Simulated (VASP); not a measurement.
# Al3H2: single point with PBE

Crystal: Al3H2.

```
CELL_PARAMETERS angstrom
2.83365 0.00000 0.00000
-1.41683 2.45401 0.00000
0.00000 0.00000 11.76621
ATOMIC_POSITIONS crystal
Al 0.66667 0.33333 0.80361
Al 0.33333 0.66667 0.19639
Al 0.00000 0.00000 0.00000
H 0.00000 0.00000 0.46811
H 0.00000 0.00000 0.53189
```

* Program: VASP 6.6.1
* Task: single point
* Functional: PBE
* Potentials or basis: VASP PAW PBE potentials, release 64 (Al, H)
* Cutoff: 520 eV
* k mesh: 12 × 12 × 4
* Occupations: gaussian, width 0.1 eV
* Spin: no spin polarisation
* Dipole correction: no
* Further INCAR settings: ALGO = Normal; EDIFF = 1e-06; NBANDS = 14

The pressure is -0.1 GPa. The largest force is 0.012 eV/Å and the band gap on the k mesh is zero (an odd number of electrons rules out a gap without spin polarisation).

Forces in eV/Å, atoms in the order of the input:
```
Al   0.000  0.000  0.001
Al   0.000  0.000 -0.001
Al   0.000  0.000  0.000
H    0.000  0.000  0.012
H    0.000  0.000 -0.012
```

Levels at points of the mesh, in eV from the Fermi level:
```
           k point  band 2  band 3  band 4  band 5  band 6  band 7  band 8  band 9
(0.00, 0.00, 0.00)   -8.97   -7.55   -6.14   -3.24    0.84    2.54    7.87    7.98
(0.50, 0.00, 0.00)   -4.71   -4.65   -3.31   -2.74   -0.43   -0.15    2.49    2.58
(0.00, 0.00, 0.50)   -9.00   -7.43   -6.31   -2.99    0.09    4.56    4.73   11.25
(0.50, 0.00, 0.50)   -4.71   -4.66   -3.29   -2.74   -0.42   -0.21    2.47    2.69
```

It took 41 s on 1 thread of Intel(R) Xeon(R) 6975P-C (Granite Rapids), with other jobs on the host, peak memory 0.24 GiB.
